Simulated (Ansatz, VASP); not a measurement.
**Two plane-wave programs on Ru**

```xyz
1
Lattice="-1.5265 1.5265 1.5265 1.5265 -1.5265 1.5265 1.5265 1.5265 -1.5265" Properties=species:S:1:pos:R:3 pbc="T T T"
Ru    0.0000    0.0000    0.0000
```

Alike in both runs: functional PBE; k mesh 10 × 10 × 10; occupations gaussian, width 0.1 eV; no spin polarisation.

Ansatz relaxed the structure, and its values are those at the end. VASP's run is a single point on that final structure, the one shown.

```csv
,VASP,Ansatz
version,VASP 6.6.1,Ansatz 0.2.0
potentials or method,"VASP PAW PBE potentials, release 64 (Ru_pv), cutoff 520 eV","scalar-relativistic, plane waves, PAW"
valence electrons in the cell,14,16
```

|  | VASP | Ansatz | Ansatz less VASP |
| --- | --- | --- | --- |
| gap on the k mesh at the Fermi level (eV) | none | none | - |
| pressure (GPa) | 0.1 | 0.1 | 0.00 |

A gap of «none» marks a metal or a gap that the smearing closes. VASP's potentials hold 14 valence electrons a cell and Ansatz's 16, so a difference there can come from the potentials and not from the codes.
